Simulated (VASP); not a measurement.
# Ni (Im-3m) in VASP: notebook

The runs below take Ni through single point, with revPBE.

Program: VASP 6.6.1. These are calculated values, not measurements. Logs are shortened: lines on timing, memory, paths and dates and some standing lists are left out, and cuts for length are marked.

**1. The cell of the first run**

Symmetry: Im-3m, No. 229, cubic system. Conventional cell: a = 2.929 Å, b = 2.929 Å, c = 2.929 Å, α = 90.00°, β = 90.00°, γ = 90.00°. Ni (site symmetry m-3m) has 14 Ni at 2.54 to 2.93 Å within 3.3 Å.

**2. Single point, revPBE, collinear spin, ferromagnetic start (volume scaled by 1.12)**

Contents of INCAR:

```
PREC = Accurate
ENCUT = 520
EDIFF = 1E-6
ISMEAR = -1
SIGMA = 0.05
LREAL = F
LASPH = T
NELM = 150
ALGO = Normal
ISIF = 2
LWAVE = F
LCHARG = F
ISPIN = 2
MAGMOM = 0.607
LORBIT = 11
LMAXMIX = 4
GGA = RE
NBANDS = 15
```

Contents of KPOINTS:

```
regular mesh
0
Gamma
  18 18 18
```

Contents of POSCAR:

```
Ni
1.0
   -1.4645054601      1.4645054601      1.4645054601
    1.4645054601     -1.4645054601      1.4645054601
    1.4645054601      1.4645054601     -1.4645054601
Ni
1
Direct
    0.0000000000      0.0000000000      0.0000000000
```

Potentials or basis: VASP PAW PBE potentials, release 64 (Ni).

Run with:

```console
cat potpaw_PBE.64/Ni/POTCAR > POTCAR
mpirun -np 1 vasp_std > vasp.out
```

OUTCAR:

```text
PREC = Accurate
   ENCUT = 520
   EDIFF = 1E-6
   ISMEAR = -1
   LREAL = F
   LASPH = T
   NELM = 150
   ISIF = 2
   ISPIN = 2
   LORBIT = 11
   GGA = RE

 ion  position               nearest neighbor table
   1  0.000  0.000  0.000-

  LATTYP: Found a body centered cubic cell.
 ALAT       =     2.9290109202

  Lattice vectors:

 A1 = (  -1.4645054601,   1.4645054601,   1.4645054601)
 A2 = (   1.4645054601,  -1.4645054601,   1.4645054601)
 A3 = (   1.4645054601,   1.4645054601,  -1.4645054601)

Analysis of symmetry for initial positions (statically):
=====================================================================
 Subroutine PRICEL returns:
 Original cell was already a primitive cell.

 Routine SETGRP: Setting up the symmetry group for a
 body centered cubic supercell.

 Subroutine GETGRP returns: Found 48 space group operations
 (whereof 48 operations were pure point group operations)
 out of a pool of 48 trial point group operations.

The static configuration has the point symmetry O_h .

Analysis of symmetry for dynamics (positions and initial velocities):
=====================================================================
 Subroutine PRICEL returns:
 Original cell was already a primitive cell.

 Routine SETGRP: Setting up the symmetry group for a
 body centered cubic supercell.

 Subroutine GETGRP returns: Found 48 space group operations
 (whereof 48 operations were pure point group operations)
 out of a pool of 48 trial point group operations.

The dynamic configuration has the point symmetry O_h .

Analysis of structural, dynamic, and magnetic symmetry:
=====================================================================
 Subroutine PRICEL returns:
 Original cell was already a primitive cell.

 Routine SETGRP: Setting up the symmetry group for a
 body centered cubic supercell.

 Subroutine GETGRP returns: Found 48 space group operations
 (whereof 48 operations were pure point group operations)
 out of a pool of 48 trial point group operations.

The overall configuration has the point symmetry O_h .

 Subroutine INISYM returns: Found 48 space group operations
 (whereof 48 operations are pure point group operations),
 and found     1 'primitive' translations

----------------------------------------------------------------------------------------

                                     Primitive cell

  volume of cell :      12.5641

  direct lattice vectors                    reciprocal lattice vectors
    -1.464505460  1.464505460  1.464505460     0.000000000  0.341412179  0.341412179
     1.464505460 -1.464505460  1.464505460     0.341412179  0.000000000  0.341412179
     1.464505460  1.464505460 -1.464505460     0.341412179  0.341412179  0.000000000

  length of vectors
     2.536597865  2.536597865  2.536597865     0.482829734  0.482829734  0.482829734

[... 120 lines left out ...]
  ---------------------------------------------------
  ext. energy  EPLUGINS =         0.00000000
  ---------------------------------------------------
  free energy    TOTEN  =        -4.90711540 eV

  energy without entropy =       -4.89163496  energy(sigma->0) =       -4.89937518

 E-fermi :   7.5166     XC(G=0): -12.3287

 val. band max:        7.5128006489   @ k =  -0.2778   0.5000   0.0556
 cond. band min:       7.5172251798   @ k =  -0.3333   0.3333   0.1667
 fundamental gap:      0.0044245309
 Fermi energy:         7.5166143179

 spin component 1

 k-point     1 :       0.0000    0.0000    0.0000
  band No.  band energies     occupation
      1      -0.4378      1.00000
      2       5.4870      1.00000
      3       5.4870      1.00000
      4       5.4870      1.00000
      5       6.6631      1.00000
      6       6.6631      1.00000
      7      32.4299      0.00000
      8      32.4299      0.00000
      9      32.4299      0.00000
     10      36.2359      0.00000
     11      36.2359      0.00000
     12      36.2359      0.00000
     13      36.4412      0.00000
     14      36.4412      0.00000
[... 403 lines left out ...]
      4       6.5578      1.00000
      5       6.9057      1.00000
      6       8.6129      0.00000
      7      13.9260      0.00000
      8      22.3145      0.00000
      9      25.4097      0.00000
     10      30.9250      0.00000
     11      34.9235      0.00000
     12      38.7755      0.00000
     13      43.2830      0.00000
     14      47.0436      0.00000
     15      51.2346      0.00000

 [... further k-points ...]

 spin component 2

 k-point     1 :       0.0000    0.0000    0.0000
  band No.  band energies     occupation
      1      -0.4868      1.00000
      2       6.2385      1.00000
      3       6.2385      1.00000
      4       6.2385      1.00000
      5       7.1992      0.99825
      6       7.1992      0.99825
      7      32.2688      0.00000
      8      32.2688      0.00000
      9      32.2688      0.00000
     10      36.3214      0.00000
     11      36.3214      0.00000
     12      36.4155      0.00000
     13      36.4155      0.00000
     14      36.4155      0.00000
[... 403 lines left out ...]
      4       7.1760      0.99890
      5       7.5320      0.42345
      6       9.0089      0.00000
      7      14.1962      0.00000
      8      22.3625      0.00000
      9      25.4257      0.00000
     10      30.9439      0.00000
     11      34.9654      0.00000
     12      38.7190      0.00000
     13      43.3637      0.00000
     14      47.0003      0.00000
     15      51.2584      0.00000

 [... further k-points ...]
[... 5 lines left out ...]
  --------------------------------------------------------------------------------------
  -------------------------------------------------------------------------------------
  Total       -1.1755452     -1.1755452     -1.1755452      0.0000000     -0.0000000      0.0000000
  in kB     -149.9052829   -149.9052829   -149.9052829      0.0000000     -0.0000000      0.0000000
  external PRESSURE =    -149.9052829 kB  Pullay stress =       0.0000000 kB

 VOLUME and BASIS-vectors are now :
 -----------------------------------------------------------------------------
  energy-cutoff  :      520.00
  volume of cell :       12.56
      direct lattice vectors                 reciprocal lattice vectors
    -1.464505460  1.464505460  1.464505460     0.000000000  0.341412179  0.341412179
     1.464505460 -1.464505460  1.464505460     0.341412179  0.000000000  0.341412179
     1.464505460  1.464505460 -1.464505460     0.341412179  0.341412179  0.000000000

 POSITION                                       TOTAL-FORCE (eV/Angst)
 -----------------------------------------------------------------------------------
      0.00000      0.00000      0.00000         0.000000      0.000000      0.000000
 -----------------------------------------------------------------------------------
    total drift:                                0.000000     -0.000000      0.000000

  FREE ENERGIE OF THE ION-ELECTRON SYSTEM (eV)
  ---------------------------------------------------
  free  energy   TOTEN  =        -4.9071153988 eV

  energy  without entropy=       -4.8916349618  energy(sigma->0) =       -4.89937518

 total charge

# of ion       s       p       d       tot
------------------------------------------
    1        0.436   0.375   8.280   9.091

 magnetization (x)

# of ion       s       p       d       tot
------------------------------------------
    1       -0.005  -0.019   0.651   0.627
```

OSZICAR:

```text
N       E                     dE             d eps       ncg     rms          rms(c)
DAV:   1     0.335827320240E+02    0.33583E+02   -0.42506E+03 12238   0.829E+02
DAV:   2    -0.425638777209E+01   -0.37839E+02   -0.35201E+02 13639   0.157E+02
DAV:   3    -0.576496744561E+01   -0.15086E+01   -0.14928E+01 13940   0.310E+01
DAV:   4    -0.577622175460E+01   -0.11254E-01   -0.11252E-01 14194   0.255E+00
DAV:   5    -0.577641314404E+01   -0.19139E-03   -0.19139E-03 14182   0.299E-01    0.835E+00
DAV:   6    -0.533841774412E+01    0.43800E+00   -0.14203E+01 17006   0.387E+01    0.672E+00
DAV:   7    -0.491742078640E+01    0.42100E+00   -0.30040E+00 16629   0.163E+01    0.161E+00
DAV:   8    -0.490912423020E+01    0.82966E-02   -0.24625E-02 14276   0.102E+00    0.815E-01
DAV:   9    -0.490731216888E+01    0.18121E-02   -0.22655E-03 18318   0.322E-01    0.239E-01
DAV:  10    -0.490710287881E+01    0.20929E-03   -0.56545E-04 18402   0.159E-01    0.558E-02
DAV:  11    -0.490711396262E+01   -0.11084E-04   -0.16174E-04 17054   0.851E-02    0.288E-02
DAV:  12    -0.490711534359E+01   -0.13810E-05   -0.23567E-06 13489   0.117E-02    0.138E-02
DAV:  13    -0.490711539884E+01   -0.55255E-07   -0.77279E-07  9483   0.786E-03
   1 F= -.49071154E+01 E0= -.48993752E+01  d E =-.154804E-01  mag=     0.6053
```

It took 38 s on 1 thread of AMD EPYC 9R45 (Zen 5), shared host; peak memory 0.14 GiB.

Results:

```yaml
Free_energy: -4.9071 eV
Pressure: -15.0 GPa
Net_moment: 0.60 μB per cell
Site_moments: Ni +0.63 μB
Valence_electrons_inside_the_program's_atomic_spheres: Ni 9.09
```

Levels at points of the mesh, in eV from the Fermi level:
Spin up:
```tsv
k point	band 1	band 2	band 3	band 4	band 5	band 6	band 7	band 8	band 9	band 10
(0.00, 0.00, 0.00)	-7.95	-2.03	-2.03	-2.03	-0.85	-0.85	24.91	24.91	24.91	28.72
(0.50, 0.00, 0.00)	-3.92	-2.75	-0.94	-0.74	-0.24	0.46	5.44	17.79	18.04	21.73
(0.50, 0.50, 0.50)	-3.47	-3.47	-0.42	-0.42	-0.42	8.95	8.95	8.95	14.29	14.29
```
Spin down:
```
           k point  band 2  band 3  band 4  band 5  band 6  band 7  band 8  band 9
(0.00, 0.00, 0.00)   -1.28   -1.28   -1.28   -0.32   -0.32   24.75   24.75   24.75
(0.50, 0.00, 0.00)   -2.07   -0.32   -0.19    0.38    0.61    5.79   17.69   18.12
(0.50, 0.50, 0.50)   -3.11    0.43    0.43    0.43    8.94    8.94    8.94   14.35
```

Caveat: the cell differs from its parent crystal (volume scaled by 1.12); the PAW data sets were made with another functional, which shifts forces and pressure a little.

**3. Single point, revPBE, collinear spin, ferromagnetic start**

This run uses another cell than the first one, of 11.22 Å³/atom, 0.893 times its volume.

Contents of INCAR:

```
SYSTEM = Ni
  PREC = Accurate
  ENCUT = 520
  EDIFF = 1E-7
  ISMEAR = -1
  SIGMA = 0.05
  LREAL = .FALSE.
  LASPH = .TRUE.
  NELM = 150
  ALGO = Normal
  ISIF = 2
  LWAVE = .FALSE.
  LCHARG = .FALSE.
  ISPIN = 2
  MAGMOM = 0.597
  LORBIT = 11
  LMAXMIX = 4
  GGA = RE
  NBANDS = 15
```

Contents of KPOINTS:

```
regular mesh
0
G
  26 26 26
  0 0 0
```

Contents of POSCAR:

```
Ni
1.0
   -1.4102138889      1.4102138889      1.4102138889
    1.4102138889     -1.4102138889      1.4102138889
    1.4102138889      1.4102138889     -1.4102138889
Ni
1
Direct
    0.0000000000      0.0000000000      0.0000000000
```

Potentials or basis: VASP PAW PBE potentials, release 64 (Ni).

Run with:

```console
cat potpaw_PBE.64/Ni/POTCAR > POTCAR
mpirun -np 1 vasp_std > vasp.out
```

It took 99 s on 1 thread of AMD EPYC 9R45 (Zen 5), shared host; peak memory 0.2 GiB.

The run converged. Its results:

```yaml
Free_energy: -4.9769 eV
Pressure: 0.1 GPa
Net_moment: 0.56 μB per cell
Site_moments: Ni +0.58 μB
Valence_electrons_inside_the_program's_atomic_spheres: Ni 9.26
```

Levels at points of the mesh, in eV from the Fermi level:
Spin up:
```csv
k point,band 2,band 3,band 4,band 5,band 6,band 7,band 8,band 9
"(0.00, 0.00, 0.00)",-2.23,-2.23,-2.23,-0.87,-0.87,26.11,26.11,26.11
"(0.50, 0.00, 0.00)",-3.10,-0.95,-0.73,-0.11,0.32,6.26,18.83,19.64
"(0.50, 0.50, 0.50)",-4.01,-0.31,-0.31,-0.31,9.62,9.62,9.62,15.34
```
Spin down:
| k point | band 2 | band 3 | band 4 | band 5 | band 6 | band 7 | band 8 | band 9 |
| --- | --- | --- | --- | --- | --- | --- | --- | --- |
| (0.00, 0.00, 0.00) | -1.53 | -1.53 | -1.53 | -0.38 | -0.38 | 25.98 | 25.98 | 25.98 |
| (0.50, 0.00, 0.00) | -2.46 | -0.38 | -0.22 | 0.26 | 0.70 | 6.61 | 18.74 | 19.73 |
| (0.50, 0.50, 0.50) | -3.68 | 0.48 | 0.48 | 0.48 | 9.63 | 9.63 | 9.63 | 15.42 |

Caveat: the PAW data sets were made with another functional, which shifts forces and pressure a little.
